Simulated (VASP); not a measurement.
Input of a VASP 6.6.1 run:

Contents of INCAR:

```
  PREC = Accurate
  ENCUT = 520
  EDIFF = 1E-7
  ISMEAR = 0
  SIGMA = 0.01
  LREAL = False
  LASPH = True
  NELM = 60
  ALGO = Normal
  ISIF = 2
  LWAVE = False
  LCHARG = False
  NBANDS = 16
```

The input KPOINTS:

```
Automatic mesh
0
Gamma
  6 6 6
```

Contents of POSCAR:

```
GaN
1.0
    0.0000000000      2.1352400000      2.1352400000
    2.1352400000      0.0000000000      2.1352400000
    2.1352400000      2.1352400000      0.0000000000
Ga N
1 1
Direct
    0.0000000000      0.0000000000      0.0000000000
    0.5000000000      0.5000000000      0.5000000000
```

Potentials or basis: VASP PAW LDA potentials, release 64 (Ga_d, N).

Run with:

```sh
$ cat potpaw_LDA.64/Ga_d/POTCAR potpaw_LDA.64/N/POTCAR > POTCAR
$ mpirun -np 1 vasp_std > vasp.out
```

Q: Predict the pressure.

A: -12.8 GPa.

Q: What does it give for the band gap on the k mesh?

A: 0.20 eV, indirect (least direct gap 2.44 eV).

Caveat: the k points lie up to 0.42 Å⁻¹ apart. A k mesh can miss the band edges.
